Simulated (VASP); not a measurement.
# TiO2 (C2/m) in VASP: a series of runs

Aim: see how the results for TiO2 move with the level of theory and the settings. Levels: revPBE+D4, BLYP+D4, revPBE. Tasks: single point.

All numbers are computed with VASP 6.6.1; they aren't measurements. Logs are shortened: lines on timing, memory, paths and dates and some standing lists are left out, and cuts for length are marked.

## 1. The cell of the first run

The structure is monoclinic, space group C2/m (No. 12). The conventional cell has a = 12.307 Å, b = 3.767 Å, c = 6.616 Å, α = 90.00°, β = 106.95°, γ = 90.00°. Within 2.5 Å of Ti (site symmetry m) lie 6 O at 1.86 to 2.16 Å. Ti (site symmetry m) has 6 O at 1.78 to 2.34 Å within 2.4 Å. Within 2.6 Å of O (site symmetry m) lie 3 Ti at 1.94 to 2.03 Å and 2 O at 2.53 Å. O (site symmetry m) has 4 Ti at 1.96 to 2.34 Å and 5 O at 2.53 to 2.71 Å within 2.8 Å. O (site symmetry m) has 2 Ti at 1.78 to 1.87 Å within 2.4 Å. Within 2.7 Å of O (site symmetry m) lie 3 Ti at 1.86 to 2.16 Å and 2 O at 2.54 to 2.67 Å.

## 2. Single point, revPBE+D4

The input, INCAR:

```
SYSTEM = TiO2
  ALGO = Normal
  EDIFF = 1E-6
  ENCUT = 520
  GGA = RE
  ISIF = 2
  ISMEAR = -1
  IVDW = 13
  LASPH = .TRUE.
  LCHARG = .FALSE.
  LREAL = .FALSE.
  LWAVE = .FALSE.
  NBANDS = 60
  NELM = 60
  PREC = Accurate
  SIGMA = 0.05
```

The input, KPOINTS:

```
k-points
0
G
  8 8 4
  0 0 0
```

The input, POSCAR:

```
TiO2
1.0
    6.1535771931     -1.8834685000      0.0000000000
    6.1535771931      1.8834685000      0.0000000000
   -1.9283261078      0.0000000000      6.3289668713
Ti O
4 8
Direct
    0.9000710000      0.9000710000      0.2896020000
    0.1952860000      0.1952860000      0.2837620000
    0.0999290000      0.0999290000      0.7103980000
    0.8047140000      0.8047140000      0.7162380000
    0.3619310000      0.3619310000      0.2933970000
    0.2634885000      0.2634885000      0.6525000000
    0.8671885000      0.8671885000      0.9952910000
    0.7365115000      0.7365115000      0.3475000000
    0.9416475000      0.9416475000      0.6300210000
    0.1328115000      0.1328115000      0.0047090000
    0.6380690000      0.6380690000      0.7066030000
    0.0583525000      0.0583525000      0.3699790000
```

Potentials or basis: VASP PAW PBE potentials, release 64 (Ti_sv, O).

Launch:

```console
$ cat potpaw_PBE.64/Ti_sv/POTCAR potpaw_PBE.64/O/POTCAR > POTCAR
$ mpirun -np 1 vasp_std > vasp.out
```

OUTCAR:

```text
SYSTEM = TiO2
   EDIFF = 1E-6
   ENCUT = 520
   GGA = RE
   ISIF = 2
   ISMEAR = -1
   IVDW = 13
   LASPH = .TRUE.
   LREAL = .FALSE.
   NELM = 60
   PREC = Accurate

 ion  position               nearest neighbor table
   1  0.900  0.900  0.290-  12 1.86   7 1.87   5 1.94   5 1.94   8 2.16   9 2.16
   2  0.195  0.195  0.284-  10 1.78  12 1.93   8 1.96   8 1.96   5 2.03   6 2.34
   3  0.100  0.100  0.710-   9 1.86  10 1.87  11 1.94  11 1.94   6 2.16  12 2.16
   4  0.805  0.805  0.716-   7 1.78   9 1.93   6 1.96   6 1.96  11 2.03   8 2.34
   5  0.362  0.362  0.293-   1 1.94   1 1.94   2 2.03
   6  0.263  0.263  0.653-   4 1.96   4 1.96   3 2.16   2 2.34
   7  0.867  0.867  0.995-   4 1.78   1 1.87
   8  0.737  0.737  0.347-   2 1.96   2 1.96   1 2.16   4 2.34
   9  0.942  0.942  0.630-   3 1.86   4 1.93   1 2.16
  10  0.133  0.133  0.005-   2 1.78   3 1.87
  11  0.638  0.638  0.707-   3 1.94   3 1.94   4 2.03
  12  0.058  0.058  0.370-   1 1.86   2 1.93   3 2.16

  LATTYP: Found a base centered monoclinic cell.
 ALAT       =    12.3071543862
 B/A-ratio  =     0.3060770087
 C/A-ratio  =     0.5375907333
 COS(beta)  =    -0.2914546970

  Lattice vectors:

 A1 = (   6.1535771931,  -1.8834685000,   0.0000000000)
 A2 = (   6.1535771931,   1.8834685000,   0.0000000000)
 A3 = (  -1.9283261078,   0.0000000000,   6.3289668713)

Analysis of symmetry for initial positions (statically):
=====================================================================
 Subroutine PRICEL returns:
 Original cell was already a primitive cell.

 Routine SETGRP: Setting up the symmetry group for a
 base centered monoclinic supercell.

 Subroutine GETGRP returns: Found  4 space group operations
 (whereof  4 operations were pure point group operations)
 out of a pool of  4 trial point group operations.

The static configuration has the point symmetry C_2h.

Analysis of symmetry for dynamics (positions and initial velocities):
=====================================================================
 Subroutine PRICEL returns:
 Original cell was already a primitive cell.

 Routine SETGRP: Setting up the symmetry group for a
 base centered monoclinic supercell.

 Subroutine GETGRP returns: Found  4 space group operations
 (whereof  4 operations were pure point group operations)
 out of a pool of  4 trial point group operations.
[... 128 lines left out ...]
   ISYM   =      2    0-nonsym 1-usesym 2-fastsym
   POTIM  = 0.5000    time-step for ionic-motion
   TEBEG  =    0.0;   TEEND  =   0.0 temperature during run
   PSTRESS=    0.0 pullay stress
   NELECT =      96.0000    total number of electrons
   NUPDOWN=      -1.0000    fix difference up-down
   EMIN   =  10.00;   EMAX   =-10.00  energy-range for DOS
   EFERMI =   0.00;   METHOD = LEGACY
   ISMEAR =    -1;   SIGMA  =   0.05  broadening in eV -4-tet -1-fermi 0-gaus
   EFERMI_NEDOS =   21; number of points for ismear=-14 and -15
   IALGO  =     38    algorithm
   IMIX   =      4    mixing-type and parameters
     AMIX     =   0.40;   BMIX     =  1.00
     AMIX_MAG =   1.60;   BMIX_MAG =  1.00
  volume/ion in A,a.u.               =      12.23        82.50
  Fermi-wavevector in a.u.,A,eV,Ry     =   1.421289  2.685846 27.484606  2.020062
  Thomas-Fermi vector in A             =   2.542114
   LORBIT       =      0    0 simple, 1 ext, 2 COOP (PROOUT), +10 PAW based schemes
   GGA     = RE    functional components
   LHFCALC =     F    Hartree Fock is set to
   AEXX    =    0.0000 exact exchange contribution
   IVDW    =    13    specifies the selected vdW correction
   LEPSILON=     F    determine dielectric tensor
   LRPA    =     F    only Hartree local field effects (RPA)
 non-spin polarized calculation
  energy-cutoff  :      520.00
  volume of cell :      146.71
 maximum number of plane-waves:      3974
   NGX = 23   NGY = 23   NGZ = 25

 number of electron      96.0000007 magnetization

 Free energy of the ion-electron system (eV)
  ---------------------------------------------------
  ext. energy  EPLUGINS =         0.00000000
  ---------------------------------------------------
  free energy    TOTEN  =      -103.70322680 eV

  energy without entropy =     -103.70322680  energy(sigma->0) =     -103.70322680

 E-fermi :   3.8812     XC(G=0): -10.0271

 val. band max:        2.6235757819   @ k =  -0.3750   0.2500   0.5000
 cond. band min:       5.3751386779   @ k =   0.0000   0.0000   0.0000
 fundamental gap:      2.7515628961
 Fermi energy:         3.8811961439

 k-point     1 :       0.0000    0.0000    0.0000
  band No.  band energies     occupation
      1     -53.6747      2.00000
      2     -53.6634      2.00000
      3     -53.5773      2.00000
      4     -53.5711      2.00000
      5     -30.0179      2.00000
      6     -29.9715      2.00000
[... 1501 lines left out ...]
     59       7.1981      0.00000
     60       7.2417      0.00000

 [... further k-points ...]

------------------------ aborting loop because EDIFF is reached ----------------------------------------

  DFT-D4 for vdW energy calculation

  Edisp (eV):   -4.24041

  FORCE on cell =-STRESS in cart. coord.  units (eV):
  Direction    XX          YY          ZZ          XY          YZ          ZX
  --------------------------------------------------------------------------------------
  -------------------------------------------------------------------------------------
  Total      -3.69452    -4.01266    -3.60939     0.00000     0.00000    -0.06335
  in kB     -40.34781   -43.82215   -39.41807     0.00000     0.00000    -0.69188
  external pressure =      -41.20 kB  Pullay stress =        0.00 kB

 VOLUME and BASIS-vectors are now :
 -----------------------------------------------------------------------------
  energy-cutoff  :      520.00
  volume of cell :      146.71
      direct lattice vectors                 reciprocal lattice vectors
     6.153577193 -1.883468500  0.000000000     0.081253551 -0.265467673  0.024756544
     6.153577193  1.883468500  0.000000000     0.081253551  0.265467673  0.024756544
    -1.928326108  0.000000000  6.328966871     0.000000000  0.000000000  0.158003671

 POSITION                                       TOTAL-FORCE (eV/Angst)
 -----------------------------------------------------------------------------------
     10.51887      0.00000      1.83288         0.080230      0.000000     -0.100257
      1.85623      0.00000      1.79592        -0.098489      0.000000     -0.213262
     -0.14004      0.00000      4.49609        -0.080230      0.000000      0.100257
      8.52260      0.00000      4.53305         0.098489      0.000000      0.213262
      3.88858      0.00000      1.85690        -0.034125      0.000000      0.029910
      1.98456      0.00000      4.12965         0.031077      0.000000      0.051934
      8.75338      0.00000      6.29916        -0.108799      0.000000     -0.052717
      8.39427      0.00000      2.19932        -0.031077      0.000000     -0.051934
     10.37412      0.00000      3.98738         0.003411      0.000000      0.008378
      1.62545      0.00000      0.02980         0.108799      0.000000      0.052717
      6.49025      0.00000      4.47207         0.034125      0.000000     -0.029910
      0.00471      0.00000      2.34158        -0.003411      0.000000     -0.008378
 -----------------------------------------------------------------------------------
    total drift:                               -0.000000     -0.000000      0.000000

  FREE ENERGIE OF THE ION-ELECTRON SYSTEM (eV)
  ---------------------------------------------------
  free  energy   TOTEN  =      -107.9436412221 eV

  energy  without entropy=     -107.9436412221  energy(sigma->0) =     -107.94364122
```

OSZICAR:

```text
N       E                     dE             d eps       ncg     rms          rms(c)
DAV:   1     0.150988252348E+04    0.15099E+04   -0.48140E+04  9536   0.186E+03
DAV:   2     0.181472616906E+03   -0.13284E+04   -0.12601E+04  9532   0.576E+02
DAV:   3    -0.113630694027E+03   -0.29510E+03   -0.28641E+03 11892   0.239E+02
[... 11 lines left out ...]
DAV:  15    -0.103703214717E+03   -0.57586E-04   -0.18741E-04 13664   0.879E-02    0.235E-02
DAV:  16    -0.103703221244E+03   -0.65272E-05   -0.80917E-05 13040   0.555E-02    0.110E-02
DAV:  17    -0.103703224943E+03   -0.36983E-05   -0.16052E-05 11072   0.233E-02    0.721E-03
DAV:  18    -0.103703226113E+03   -0.11700E-05   -0.48583E-06  8204   0.146E-02    0.231E-03
DAV:  19    -0.103703226800E+03   -0.68747E-06   -0.11759E-06  5420   0.667E-03
   1 F= -.10794364E+03 E0= -.10794364E+03  d E =-.690904E-11
```

It took 24 min on 1 thread of Oxide Virtual Turin-like, shared host; peak memory 0.61 GiB.

What came out:

* Free energy: -107.9436 eV
* Pressure: -4.1 GPa
* Largest force: 0.235 eV/Å
* Band gap on the k mesh: 2.75 eV (least direct gap 2.92 eV)
* Dispersion energy per atom: -0.353 eV

Forces in eV/Å, atoms in the order of the input:
```
Ti   0.080  0.000 -0.100
Ti  -0.098  0.000 -0.213
Ti  -0.080  0.000  0.100
Ti   0.098  0.000  0.213
O   -0.034  0.000  0.030
O    0.031  0.000  0.052
O   -0.109  0.000 -0.053
O   -0.031  0.000 -0.052
O    0.003  0.000  0.008
O    0.109  0.000  0.053
O    0.034  0.000 -0.030
O   -0.003  0.000 -0.008
```

Stress tensor (GPa, compression positive):
```
-4.03  0.00 -0.07
 0.00 -4.38  0.00
-0.07  0.00 -3.94
```

Levels at points of the mesh, in eV from the valence-band top:
| k point | band 44 | band 45 | band 46 | band 47 | band 48 | band 49 | band 50 | band 51 | band 52 | band 53 |
| --- | --- | --- | --- | --- | --- | --- | --- | --- | --- | --- |
| (0.00, 0.00, 0.00) | -0.87 | -0.74 | -0.73 | -0.35 | -0.17 | 2.75 | 3.09 | 3.31 | 3.33 | 3.37 |
| (0.50, 0.00, 0.00) | -1.00 | -0.85 | -0.47 | -0.21 | -0.12 | 3.12 | 3.17 | 3.59 | 3.64 | 3.90 |
| (0.50, 0.50, 0.00) | -0.89 | -0.86 | -0.62 | -0.38 | -0.11 | 2.89 | 2.93 | 3.44 | 3.51 | 3.51 |
| (0.00, 0.00, 0.50) | -0.74 | -0.68 | -0.65 | -0.58 | -0.42 | 2.86 | 3.12 | 3.29 | 3.39 | 3.40 |
| (0.50, 0.00, 0.50) | -0.79 | -0.67 | -0.51 | -0.09 | -0.01 | 3.17 | 3.21 | 3.44 | 3.65 | 3.80 |
| (0.50, 0.50, 0.50) | -1.07 | -0.83 | -0.40 | -0.21 | -0.20 | 3.01 | 3.11 | 3.25 | 3.41 | 3.42 |

Caveat: the cell stands under tension; the PAW data sets were made with another functional, which shifts forces and pressure a little. A k mesh can miss the band edges.

## 3. Single point, BLYP+D4

This run uses another cell than the first one, of 12.08 Å³/atom.

The input, INCAR:

```
PREC     = Accurate       # precision mode
ENCUT    = 520            # plane-wave cutoff, eV
EDIFF    = 1E-6           # SCF threshold, eV
ISMEAR   = -1             # smearing method
SIGMA    = 0.05           # smearing width, eV
LREAL    = F              # projectors in reciprocal space
LASPH    = T              # aspherical terms in the spheres
NELM     = 80             # most SCF steps
ALGO     = Normal         # electronic algorithm
ISIF     = 2              # what is computed and relaxed
LWAVE    = F              # write WAVECAR
LCHARG   = F              # write CHGCAR
GGA      = B5             # functional
ALDAX    = 1.0          
AGGAX    = 1.0          
AGGAC    = 1.0          
ALDAC    = 0.0          
IVDW     = 13             # dispersion correction
VDW_S6   = 1.0          
VDW_S8   = 2.34076671   
VDW_A1   = 0.44488865   
VDW_A2   = 4.0933009    
NBANDS   = 60             # bands
```

The input, KPOINTS:

```
Automatic mesh
0
Gamma
  8 8 4
```

The input, POSCAR:

```
TiO2
1.0
    6.1186096849     -1.8638209329     -0.0150844981
    6.1186096849      1.8638209329     -0.0150844981
   -1.9328828931      0.0000000000      6.3592441207
Ti O
4 8
Direct
    0.8999284900      0.8999284900      0.2883096929
    0.1922586736      0.1922586736      0.2789208768
    0.1000715100      0.1000715100      0.7116903071
    0.8077413264      0.8077413264      0.7210791232
    0.3612531005      0.3612531005      0.2923984210
    0.2656921252      0.2656921252      0.6571577109
    0.8694205559      0.8694205559      0.9974869268
    0.7343078748      0.7343078748      0.3428422891
    0.9415416906      0.9415416906      0.6292377445
    0.1305794441      0.1305794441      0.0025130732
    0.6387468995      0.6387468995      0.7076015790
    0.0584583094      0.0584583094      0.3707622555
```

Potentials or basis: VASP PAW PBE potentials, release 64 (Ti_sv, O).

Launch:

```console
$ cat potpaw_PBE.64/Ti_sv/POTCAR potpaw_PBE.64/O/POTCAR > POTCAR
$ mpirun -np 1 vasp_std > vasp.out
```

OUTCAR:

```text
PREC = Accurate
   ENCUT = 520
   EDIFF = 1E-6
   ISMEAR = -1
   LREAL = F
   LASPH = T
   NELM = 80
   ISIF = 2
   GGA = B5
   IVDW = 13

 ion  position               nearest neighbor table
   1  0.900  0.900  0.288-  12 1.85   7 1.86   5 1.93   5 1.93   8 2.16   9 2.17
   2  0.192  0.192  0.279-  10 1.77  12 1.91   8 1.95   8 1.95   5 2.04   6 2.41
   3  0.100  0.100  0.712-   9 1.85  10 1.86  11 1.93  11 1.93   6 2.16  12 2.17
   4  0.808  0.808  0.721-   7 1.77   9 1.91   6 1.95   6 1.95  11 2.04   8 2.41
   5  0.361  0.361  0.292-   1 1.93   1 1.93   2 2.04
[... 1749 lines left out ...]
 -----------------------------------------------------------------------------
  energy-cutoff  :      520.00
  volume of cell :      144.93
      direct lattice vectors                 reciprocal lattice vectors
     6.118609685 -1.863820933 -0.015084498     0.081779191 -0.268266115  0.024856665
     6.118609685  1.863820933 -0.015084498     0.081779191  0.268266115  0.024856665
    -1.932882893  0.000000000  6.359244121     0.000387970  0.000000000  0.157369316

 POSITION                                       TOTAL-FORCE (eV/Angst)
 -----------------------------------------------------------------------------------
     10.45535      0.00000      1.80628        -0.067568      0.000000      0.065318
      1.81359      0.00000      1.76793         0.033005      0.000000      0.159588
     -0.15102      0.00000      4.52279         0.067568      0.000000     -0.065318
      8.49075      0.00000      4.56115        -0.033005      0.000000     -0.159588
      3.85556      0.00000      1.84853         0.002661      0.000000     -0.001450
      1.98112      0.00000      4.17101        -0.006259      0.000000     -0.023760
      8.71126      0.00000      6.31703         0.033829      0.000000      0.092158
      8.32321      0.00000      2.15806         0.006259      0.000000      0.023760
     10.30561      0.00000      3.97307        -0.045582      0.000000     -0.036005
      1.59307      0.00000      0.01204        -0.033829      0.000000     -0.092158
      6.44877      0.00000      4.48054        -0.002661      0.000000      0.001450
     -0.00127      0.00000      2.35600         0.045582      0.000000      0.036005
 -----------------------------------------------------------------------------------
    total drift:                                0.000000     -0.000000     -0.000000

  FREE ENERGIE OF THE ION-ELECTRON SYSTEM (eV)
  ---------------------------------------------------
  free  energy   TOTEN  =      -107.5609420081 eV

  energy  without entropy=     -107.5609420080  energy(sigma->0) =     -107.56094201
```

It took 31 min on 1 thread of Oxide Virtual Turin-like, shared host; peak memory 0.61 GiB.

What came out:

| Property | Result |
| --- | --- |
| Free energy | -107.5609 eV |
| Pressure | 1.1 GPa |
| Largest force | 0.163 eV/Å |
| Band gap on the k mesh | 2.75 eV (least direct gap 2.95 eV) |
| Dispersion energy per atom | -0.335 eV |

Forces in eV/Å, atoms in the order of the input:
```
Ti  -0.068  0.000  0.065
Ti   0.033  0.000  0.160
Ti   0.068  0.000 -0.065
Ti  -0.033  0.000 -0.160
O    0.003  0.000 -0.001
O   -0.006  0.000 -0.024
O    0.034  0.000  0.092
O    0.006  0.000  0.024
O   -0.046  0.000 -0.036
O   -0.034  0.000 -0.092
O   -0.003  0.000  0.001
O    0.046  0.000  0.036
```

Caveat: the PAW data sets were made with another functional, which shifts forces and pressure a little. A k mesh can miss the band edges.

## 4. Single point, revPBE

This run uses another cell than the first one, of 12.38 Å³/atom.

The input, INCAR:

```
  PREC = Accurate
  ENCUT = 520
  EDIFF = 1E-6
  ISMEAR = -1
  SIGMA = 0.05
  LREAL = F
  LASPH = T
  NELM = 80
  ALGO = Normal
  ISIF = 2
  LWAVE = F
  LCHARG = F
  GGA = RE
  NBANDS = 60
```

The input, KPOINTS:

```
regular mesh
0
Gamma
  8 8 4
```

The input, POSCAR:

```
TiO2
1.0
    6.1624874995     -1.8866225713     -0.0083092328
    6.1624874995      1.8866225713     -0.0083092328
   -1.9396643642      0.0000000000      6.3900003512
Ti O
4 8
Direct
    0.8994523621      0.8994523621      0.2892859528
    0.1934786594      0.1934786594      0.2791998811
    0.1005476379      0.1005476379      0.7107140472
    0.8065213406      0.8065213406      0.7208001189
    0.3612113314      0.3612113314      0.2926861222
    0.2647519205      0.2647519205      0.6569187726
    0.8676777187      0.8676777187      0.9968629250
    0.7352480795      0.7352480795      0.3430812274
    0.9421282345      0.9421282345      0.6307901122
    0.1323222813      0.1323222813      0.0031370750
    0.6387886686      0.6387886686      0.7073138778
    0.0578717655      0.0578717655      0.3692098878
```

Launch:

```console
$ cat potpaw_PBE.64/Ti_sv/POTCAR potpaw_PBE.64/O/POTCAR > POTCAR
$ mpirun -np 1 vasp_std > vasp.out
```

It took 25 min on 1 thread of Oxide Virtual Turin-like, shared host; peak memory 0.61 GiB.

Results (log left out):

| Property | Result |
| --- | --- |
| Free energy | -103.7260 eV |
| Pressure | 0.5 GPa |
| Largest force | 0.064 eV/Å |
| Band gap on the k mesh | 2.72 eV (least direct gap 2.90 eV) |

Forces on the atoms (eV/Å):
```
Ti  -0.012  0.000  0.020
Ti  -0.004  0.000  0.063
Ti   0.012  0.000 -0.020
Ti   0.004  0.000 -0.063
O    0.010  0.000  0.000
O    0.003  0.000 -0.016
O    0.013  0.000  0.038
O   -0.003  0.000  0.016
O   -0.019  0.000 -0.010
O   -0.013  0.000 -0.038
O   -0.010  0.000  0.000
O    0.019  0.000  0.010
```

Levels at points of the mesh, in eV from the valence-band top:
| k point | band 45 | band 46 | band 47 | band 48 | band 49 | band 50 | band 51 | band 52 |
| --- | --- | --- | --- | --- | --- | --- | --- | --- |
| (0.00, 0.00, 0.00) | -0.73 | -0.72 | -0.34 | -0.18 | 2.72 | 3.07 | 3.29 | 3.29 |
| (0.50, 0.00, 0.00) | -0.84 | -0.47 | -0.22 | -0.13 | 3.10 | 3.16 | 3.56 | 3.62 |
| (0.50, 0.50, 0.00) | -0.83 | -0.61 | -0.39 | -0.13 | 2.88 | 2.90 | 3.42 | 3.45 |
| (0.00, 0.00, 0.50) | -0.68 | -0.65 | -0.55 | -0.40 | 2.83 | 3.09 | 3.28 | 3.36 |
| (0.50, 0.00, 0.50) | -0.66 | -0.51 | -0.08 | -0.01 | 3.15 | 3.17 | 3.43 | 3.63 |
| (0.50, 0.50, 0.50) | -0.76 | -0.41 | -0.21 | -0.20 | 2.98 | 3.07 | 3.25 | 3.39 |

Caveat: the PAW data sets were made with another functional, which shifts forces and pressure a little.

## 5. The runs side by side

```tsv
level	cell	gap on the mesh (eV)	pressure (GPa)	largest force (eV/Å)
revPBE+D4	a = 6.435, b = 6.435, c = 6.616 Å, angles 106.2, 106.2, 34.0°, 12 atoms, atomic positions A	2.75	-4.1	0.23
BLYP+D4	a = 6.396, b = 6.396, c = 6.647 Å, angles 106.3, 106.3, 33.9°, 12 atoms, atomic positions B	2.75	1.1	0.16
revPBE	a = 6.445, b = 6.445, c = 6.678 Å, angles 106.2, 106.2, 34.0°, 12 atoms, atomic positions C	2.72	0.5	0.06
```

Alike in all rows: task single point; potentials or basis VASP PAW PBE potentials, release 64 (Ti_sv, O); no spin polarisation; k mesh 8 × 8 × 4; cutoff (eV) 520; smearing fermi-dirac 0.05 eV.

Caveats: the PAW data sets were made with another functional, which shifts forces and pressure a little; the cell stands under tension (at least some runs).

Absolute energies hang on the potentials; compare differences alone.
